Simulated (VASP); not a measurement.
# In (P6/mmm) in VASP: further runs

Runs on In. Level: r2SCAN. Tasks: single point.

Everything below comes from runs of VASP 6.6.1. Logs are shortened: lines on timing, memory, paths and dates and some standing lists are left out, and cuts for length are marked.

### 1 The cell of the first run

The structure is hexagonal, space group P6/mmm (No. 191). Conventional cell: a = 5.312 Å, b = 5.312 Å, c = 3.286 Å, α = 90.00°, β = 90.00°, γ = 120.00°. In (site symmetry 6/mmm) has 14 In at 3.29 to 3.48 Å within 4.3 Å. Within 4.0 Å of In (site symmetry -6m2) lie 11 In at 3.07 to 3.48 Å.

This isn't the form of In at room conditions, which is tetragonal.

### 2 Single point, r2SCAN

POSCAR reads:

```
In
1.0
    5.3117120716      0.0000000000      0.0000000000
   -2.6558560358      4.6000775916      0.0000000000
    0.0000000000      0.0000000000      3.2857379772
In
3
Direct
    1.0000000000      1.0000000000      0.0000000000
    0.3333333333      0.6666666667      0.5000000000
    0.6666666667      0.3333333333      0.5000000000
```

INCAR.step1 reads:

```
SYSTEM = In
ALGO = Normal
EDIFF = 1E-4
ENCUT = 520
GGA = PE
ISMEAR = -1
LASPH = .TRUE.
LCHARG = .FALSE.
LREAL = .FALSE.
LWAVE = .TRUE.
NBANDS = 26
NELM = 100
PREC = Accurate
SIGMA = 0.1
```

INCAR.step2 reads:

```
SYSTEM = In
ALGO = Normal
EDIFF = 1E-6
ENCUT = 520
ISIF = 2
ISMEAR = -1
ISTART = 1
LASPH = .TRUE.
LCHARG = .FALSE.
LMIXTAU = .TRUE.
LREAL = .FALSE.
LWAVE = .FALSE.
METAGGA = R2SCAN
NBANDS = 26
NELM = 100
PREC = Accurate
SIGMA = 0.1
```

KPOINTS reads:

```
k-points
0
G
  7 7 10
  0 0 0
```

Potentials or basis: VASP PAW PBE potentials, release 64 (In_d).

Command:

```
$ cat potpaw_PBE.64/In_d/POTCAR > POTCAR
$ cp INCAR.step1 INCAR
$ mpirun -np 1 vasp_std > vasp.out
$ cp INCAR.step2 INCAR
$ mpirun -np 1 vasp_std > vasp.out
```

OUTCAR:

```text
SYSTEM = In
   EDIFF = 1E-6
   ENCUT = 520
   ISIF = 2
   ISMEAR = -1
   ISTART = 1
   LASPH = .TRUE.
   LREAL = .FALSE.
   METAGGA = R2SCAN
   NELM = 100
   PREC = Accurate

 ion  position               nearest neighbor table
   1  0.000  0.000  0.000-   2 3.48   3 3.48   2 3.48   3 3.48   3 3.48   3 3.48   2 3.48   2 3.48
                             3 3.48   3 3.48   2 3.48   2 3.48
   2  0.333  0.667  0.500-   3 3.07   3 3.07   3 3.07   1 3.48   1 3.48   1 3.48   1 3.48   1 3.48
                             1 3.48
   3  0.667  0.333  0.500-   2 3.07   2 3.07   2 3.07   1 3.48   1 3.48   1 3.48   1 3.48   1 3.48
                             1 3.48

  LATTYP: Found a hexagonal cell.
 ALAT       =     5.3117120716
 C/A-ratio  =     0.6185836003

  Lattice vectors:

 A1 = (   5.3117120716,   0.0000000000,   0.0000000000)
 A2 = (  -2.6558560358,   4.6000775916,   0.0000000000)
 A3 = (   0.0000000000,   0.0000000000,   3.2857379772)

Analysis of symmetry for initial positions (statically):
=====================================================================
 Subroutine PRICEL returns:
 Original cell was already a primitive cell.

 Routine SETGRP: Setting up the symmetry group for a
 hexagonal supercell.

 Subroutine GETGRP returns: Found 24 space group operations
 (whereof 24 operations were pure point group operations)
 out of a pool of 24 trial point group operations.

The static configuration has the point symmetry D_6h.

Analysis of symmetry for dynamics (positions and initial velocities):
=====================================================================
 Subroutine PRICEL returns:
 Original cell was already a primitive cell.

 Routine SETGRP: Setting up the symmetry group for a
 hexagonal supercell.

 Subroutine GETGRP returns: Found 24 space group operations
 (whereof 24 operations were pure point group operations)
 out of a pool of 24 trial point group operations.

The dynamic configuration has the point symmetry D_6h.

 Subroutine INISYM returns: Found 24 space group operations
 (whereof 24 operations are pure point group operations),
 and found     1 'primitive' translations

----------------------------------------------------------------------------------------

                                     Primitive cell

  volume of cell :      80.2847

  direct lattice vectors                    reciprocal lattice vectors
     5.311712072  0.000000000  0.000000000     0.188263217  0.108693819  0.000000000
    -2.655856036  4.600077592  0.000000000     0.000000000  0.217387638  0.000000000
     0.000000000  0.000000000  3.285737977     0.000000000  0.000000000  0.304345632

  length of vectors
     5.311712072  5.311712072  3.285737977     0.217387638  0.217387638  0.304345632

  position of ions in fractional coordinates (direct lattice)
     0.000000000  0.000000000  0.000000000
     0.333333333  0.666666667  0.500000000
     0.666666667  0.333333333  0.500000000

  ion indices of the primitive-cell ions
   primitive index   ion index
                 1           1
                 2           2
                 3           3

----------------------------------------------------------------------------------------

 KPOINTS: k-points

Automatic generation of k-mesh.
 Grid dimensions read from file:
 generate k-points for:    7    7   10

 Generating k-lattice:

  Cartesian coordinates                     Fractional coordinates (reciprocal lattice)
     0.026894745  0.015527688  0.000000000     0.142857143  0.000000000  0.000000000
     0.000000000  0.031055377  0.000000000     0.000000000  0.142857143  0.000000000
     0.000000000  0.000000000  0.030434563     0.000000000  0.000000000  0.100000000

  Length of vectors
     0.031055377  0.031055377  0.030434563

  Shift w.r.t. Gamma in fractional coordinates (k-lattice)
     0.000000000  0.000000000  0.000000000

 Subroutine IBZKPT returns following result:
 ===========================================

 Found     48 irreducible k-points:

 Following reciprocal coordinates:
            Coordinates               Weight
  0.000000  0.000000  0.000000      1.000000
  0.142857 -0.000000  0.000000      6.000000
  0.285714 -0.000000  0.000000      6.000000
  0.428571  0.000000  0.000000      6.000000
  0.142857  0.142857  0.000000      6.000000
  0.285714  0.142857  0.000000     12.000000
[... 16 lines left out ...]
  0.428571  0.142857  0.200000     12.000000
  0.285714  0.285714  0.200000     12.000000
 [... further k-points ...]
   k-points           NKPTS =     48   k-points in BZ     NKDIM =     48   number of bands    NBANDS=     26
   number of dos      NEDOS =    301   number of ions     NIONS =      3
   total plane-waves  NPLWV =  38400
   dimension x,y,z NGX =    40 NGY =   40 NGZ =   24
   dimension x,y,z NGXF=    80 NGYF=   80 NGZF=   48
   ions per type =               3
   NGX,Y,Z   is equivalent  to a cutoff of  12.52, 12.52, 12.14 a.u.
   NGXF,Y,Z  is equivalent  to a cutoff of  25.04, 25.04, 24.29 a.u.
 SYSTEM =  In
   PREC   = accura    normal or accurate (medium, high low for compatibility)
   ISTART =      1    job   : 0-new  1-cont  2-samecut
   ICHARG =      0    charge: 1-file 2-atom 10-const
   ISPIN  =      1    spin polarized calculation?
   LNONCOLLINEAR =      F non collinear calculations
   LSORBIT =      F    spin-orbit coupling
   LASPH  =      T    aspherical Exc in radial PAW
   ENCUT  =  520.0 eV  38.22 Ry    6.18 a.u.   9.88  9.88  6.11*2*pi/ulx,y,z
   NELM   =    100;   NELMIN=  2; NELMDL=  0     # of ELM steps
   EDIFF  = 0.1E-05   stopping-criterion for ELM
   LREAL  =      F    real-space projection
   EDIFFG = 0.1E-04   stopping-criterion for IOM
   NSW    =      0    number of steps for IOM
[... 5 lines left out ...]
   TEBEG  =    0.0;   TEEND  =   0.0 temperature during run
   PSTRESS=    0.0 pullay stress
   NELECT =      39.0000    total number of electrons
   NUPDOWN=      -1.0000    fix difference up-down
   EMIN   =  10.00;   EMAX   =-10.00  energy-range for DOS
   EFERMI =   0.00;   METHOD = LEGACY
   ISMEAR =    -1;   SIGMA  =   0.10  broadening in eV -4-tet -1-fermi 0-gaus
   EFERMI_NEDOS =   21; number of points for ismear=-14 and -15
   IALGO  =     38    algorithm
   IMIX   =      4    mixing-type and parameters
     AMIX     =   0.40;   BMIX     =  1.00
     AMIX_MAG =   1.60;   BMIX_MAG =  1.00
  volume/ion in A,a.u.               =      26.76       180.60
  Fermi-wavevector in a.u.,A,eV,Ry     =   1.286922  2.431930 22.533530  1.656168
  Thomas-Fermi vector in A             =   2.418967
   LORBIT       =      0    0 simple, 1 ext, 2 COOP (PROOUT), +10 PAW based schemes
   METAGGA = R2SCAN    functional components
   LHFCALC =     F    Hartree Fock is set to
   AEXX    =    0.0000 exact exchange contribution
   IVDW    =     0    specifies the selected vdW correction
   LEPSILON=     F    determine dielectric tensor
   LRPA    =     F    only Hartree local field effects (RPA)
 non-spin polarized calculation
  energy-cutoff  :      520.00
  volume of cell :       80.28
 maximum number of plane-waves:      2178
 NGX is ok and might be reduce to    40
   NGX = 19   NGY = 19   NGZ = 13

 number of electron      38.9999986 magnetization

 Free energy of the ion-electron system (eV)
  ---------------------------------------------------
  ext. energy  EPLUGINS =         0.00000000
  ---------------------------------------------------
  free energy    TOTEN  =       -67.69653521 eV

  energy without entropy =      -67.66479184  energy(sigma->0) =      -67.68066353

 E-fermi :   7.2655     XC(G=0): -10.9431

 val. band max:        7.2075132439   @ k =   0.2857   0.2857   0.3000
 cond. band min:       7.2703516022   @ k =   0.2857   0.1429   0.3000
 fundamental gap:      0.0628383583
 Fermi energy:         7.2654780360

 k-point     1 :       0.0000    0.0000    0.0000
  band No.  band energies     occupation
      1      -8.2365      2.00000
      2      -8.0114      2.00000
      3      -7.9881      2.00000
      4      -7.9881      2.00000
      5      -7.9694      2.00000
      6      -7.8669      2.00000
[... 18 lines left out ...]
     25      18.6023      0.00000
     26      18.6420      0.00000

 k-point     2 :       0.1429   -0.0000    0.0000
  band No.  band energies     occupation
      1      -8.2267      2.00000
      2      -8.0417      2.00000
      3      -8.0219      2.00000
      4      -8.0165      2.00000
      5      -7.9526      2.00000
      6      -7.8962      2.00000
[... 18 lines left out ...]
     25      17.4166      0.00000
     26      17.9082      0.00000

 k-point     3 :       0.2857   -0.0000    0.0000
  band No.  band energies     occupation
      1      -8.2025      2.00000
      2      -8.1126      2.00000
      3      -8.0741      2.00000
      4      -8.0340      2.00000
      5      -7.9720      2.00000
      6      -7.9260      2.00000
[... 18 lines left out ...]
     25      15.7087      0.00000
     26      16.1300      0.00000

 k-point     4 :       0.4286    0.0000    0.0000
  band No.  band energies     occupation
      1      -8.1853      2.00000
      2      -8.1521      2.00000
      3      -8.1043      2.00000
      4      -8.0545      2.00000
      5      -7.9830      2.00000
      6      -7.9423      2.00000
[... 18 lines left out ...]
     25      13.7705      0.00000
     26      14.9991      0.00000
[... 496 lines left out ...]
      1      -8.1508      2.00000
      2      -8.0928      2.00000
      3      -8.0711      2.00000
      4      -7.9925      2.00000
      5      -7.9570      2.00000
      6      -7.9149      2.00000
[... 18 lines left out ...]
     25      13.2459      0.00000
     26      13.3382      0.00000

 k-point    23 :       0.4286    0.1429    0.2000
  band No.  band energies     occupation
      1      -8.1600      2.00000
      2      -8.1021      2.00000
      3      -8.0716      2.00000
      4      -7.9885      2.00000
      5      -7.9544      2.00000
      6      -7.9228      2.00000
[... 18 lines left out ...]
     25      14.0449      0.00000
     26      14.1486      0.00000

 k-point    24 :       0.2857    0.2857    0.2000
  band No.  band energies     occupation
      1      -8.1679      2.00000
      2      -8.0846      2.00000
      3      -8.0781      2.00000
      4      -7.9943      2.00000
      5      -7.9387      2.00000
      6      -7.9186      2.00000
[... 18 lines left out ...]
     25      14.6810      0.00000
     26      14.8730      0.00000

 [... further k-points ...]

------------------------ aborting loop because EDIFF is reached ----------------------------------------

  FORCE on cell =-STRESS in cart. coord.  units (eV):
  Direction    XX          YY          ZZ          XY          YZ          ZX
  --------------------------------------------------------------------------------------
  -------------------------------------------------------------------------------------
  Total        0.0094021      0.0094021      0.0471250      0.0000000     -0.0000000      0.0000000
  in kB        0.1876304      0.1876304      0.9404371      0.0000000     -0.0000000      0.0000000
  external PRESSURE =       0.4385660 kB  Pullay stress =       0.0000000 kB

 VOLUME and BASIS-vectors are now :
 -----------------------------------------------------------------------------
  energy-cutoff  :      520.00
  volume of cell :       80.28
      direct lattice vectors                 reciprocal lattice vectors
     5.311712072  0.000000000  0.000000000     0.188263217  0.108693819  0.000000000
    -2.655856036  4.600077592  0.000000000     0.000000000  0.217387638  0.000000000
     0.000000000  0.000000000  3.285737977     0.000000000  0.000000000  0.304345632

 POSITION                                       TOTAL-FORCE (eV/Angst)
 -----------------------------------------------------------------------------------
      0.00000      0.00000      0.00000         0.000000      0.000000     -0.000000
     -0.00000      3.06672      1.64287         0.000000      0.000000     -0.000000
      2.65586      1.53336      1.64287        -0.000000     -0.000000      0.000000
 -----------------------------------------------------------------------------------
    total drift:                               -0.000000      0.000000      0.000000

  FREE ENERGIE OF THE ION-ELECTRON SYSTEM (eV)
  ---------------------------------------------------
  free  energy   TOTEN  =       -67.6965352099 eV

  energy  without entropy=      -67.6647918424  energy(sigma->0) =      -67.68066353
```

It took 2.7 min on 1 thread of Intel Xeon Platinum 8488C (Sapphire Rapids), shared host; peak memory 0.23 GiB.

Results:

| Item | Value |
| --- | --- |
| Free energy | -67.6965 eV |
| Pressure | 0.0 GPa |
| Band gap on the k mesh | zero (an odd number of electrons rules out a gap without spin polarisation) |

Caveat: the PAW data sets were made with another functional, which shifts forces and pressure a little; spin-orbit coupling is left out, which moves the levels of the heavy elements.

### 3 Single point, r2SCAN (23.55 Å³/atom)

This run uses another cell than the first one, of 23.55 Å³/atom.

POSCAR reads:

```
In
1.0
    5.0901285390      0.0000000000      0.0000000000
   -2.5450642695      4.4081806233      0.0000000000
    0.0000000000      0.0000000000      3.1486700378
In
3
Direct
    1.0000000000      1.0000000000      0.0000000000
    0.3333333333      0.6666666667      0.5000000000
    0.6666666667      0.3333333333      0.5000000000
```

INCAR.step1 reads:

```
PREC = Accurate ; ENCUT = 520
ISMEAR = -1 ; SIGMA = 0.1
LREAL = False ; LASPH = True
NELM = 100 ; NBANDS = 26
GGA = PE ; ALGO = Normal
EDIFF = 1E-4 ; LWAVE = True
LCHARG = False
```

INCAR.step2 reads:

```
PREC = Accurate ; ENCUT = 520
EDIFF = 1E-7 ; ISMEAR = -1
SIGMA = 0.1 ; LREAL = False
LASPH = True ; NELM = 100
ALGO = Normal ; ISIF = 2
LWAVE = False ; LCHARG = True
METAGGA = R2SCAN ; LMIXTAU = True
LELF = True ; LVHAR = True
NBANDS = 26 ; ISTART = 1
```

KPOINTS reads:

```
regular mesh
0
Gamma
  8 8 11
```

Potentials or basis: VASP PAW PBE potentials, release 64 (In_d).

Command:

```
$ cat potpaw_PBE.64/In_d/POTCAR > POTCAR
$ cp INCAR.step1 INCAR
$ mpirun -np 1 vasp_std > vasp.out
$ cp INCAR.step2 INCAR
$ mpirun -np 1 vasp_std > vasp.out
```

It took 4 min on 1 thread of Intel Xeon Platinum 8488C (Sapphire Rapids), shared host; peak memory 0.25 GiB.

The run converged. Its results:

```
Free energy            : -67.4406 eV
Pressure               : 7.2 GPa
Band gap on the k mesh : zero (an odd number of electrons rules out a gap without spin polarisation)
```

Stress tensor (GPa, compression positive):
```
7.40 0.00 0.00
0.00 7.40 0.00
0.00 0.00 6.89
```

Levels at points of the mesh, in eV from the Fermi level:
```
           k point  band 15  band 16  band 17  band 18  band 19  band 20  band 21  band 22  band 23  band 24
(0.00, 0.00, 0.00)   -14.99   -10.91    -2.59    -2.34    -1.37    -1.37    -1.27    -1.27     5.14     9.05
(0.50, 0.00, 0.00)   -14.94    -8.63    -8.63    -4.04    -3.96     4.34     4.46     5.34     5.42     7.33
```

Caveat: the cell stands under pressure; the PAW data sets were made with another functional, which shifts forces and pressure a little; spin-orbit coupling is left out, which moves the levels of the heavy elements.

The gap in the log of VASP goes by the Fermi energy; the results here count the filled bands.